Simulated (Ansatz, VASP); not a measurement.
# TiC in VASP and in Ansatz

Contents of INCAR:

```
SYSTEM = TiC
PREC = Accurate
ENCUT = 600
EDIFF = 1E-6
ISMEAR = -1
SIGMA = 0.05
LREAL = .False.
LASPH = .True.
NELM = 60
ALGO = Normal
ISIF = 3
LWAVE = .False.
LCHARG = .False.
GGA = B5
ALDAX = 1.0
AGGAX = 1.0
AGGAC = 1.0
ALDAC = 0.0
IVDW = 12
VDW_S6 = 1.0
VDW_S8 = 2.6996
VDW_A1 = 0.4298
VDW_A2 = 4.2359
IBRION = 2
NSW = 60
EDIFFG = -0.01
```

KPOINTS

```
regular mesh
0
Gamma
  11 11 11
  0 0 0
```

The input POSCAR:

```
TiC
1.0
    0.0000000000      2.1657188437      2.1657188437
    2.1657188437      0.0000000000      2.1657188437
    2.1657188437      2.1657188437      0.0000000000
Ti C
1 1
Direct
    0.0000000000      0.0000000000      0.0000000000
    0.5000000000      0.5000000000      0.5000000000
```

The input input.yaml:

```yaml
crystal:
  lattice:
    - [0.0, 2.1657188437, 2.1657188437]
    - [2.1657188437, 0.0, 2.1657188437]
    - [2.1657188437, 2.1657188437, 0.0]
  atoms:
    - { symbol: Ti, position: [0.0, 0.0, 0.0] }
    - { symbol: C, position: [0.5, 0.5, 0.5] }
hamiltonian:
  xc: blyp
  pseudopotentials: { kind: paw }
  dispersion: d3bj
kpoints:
  mp_grid: { grid: [11, 11, 11] }
scf:
  occupations: { method: fermi_dirac, width: 0.05 }
output:
  forces: true
  stress: true
relax:
  f_tol: 0.01
  max_steps: 40
  cell: { stress_tol: 0.05 }
```

Alike in both runs: task relaxation of cell and atoms; functional BLYP; dispersion D3(BJ); k mesh 11 × 11 × 11; occupations fermi-dirac, width 0.05 eV; no spin polarisation.

|  | VASP | Ansatz |
| --- | --- | --- |
| version | VASP 6.6.1 | Ansatz 0.2.0 |
| potentials or method | VASP PAW PBE potentials, release 64 (Ti_sv, C) | Ansatz PAW |
| plane-wave cutoff (eV) | 600 | 420 |
| valence electrons in the cell | 16 | 16 |

Ansatz gave:

- relaxed volume (Å³/atom): 9.82
- relaxed cell length with the largest relative difference (Å): 3.029

Task: Estimate VASP's values.

Result: Relaxed volume (Å³/atom): 9.84; relaxed cell length with the largest relative difference (Å): 3.031.

VASP's potentials were made for PBE, not for BLYP.

Noted on Ansatz's run: the plane-wave basis is chosen anew once the cell has moved, so the energies of steps on either side of that aren't comparable.
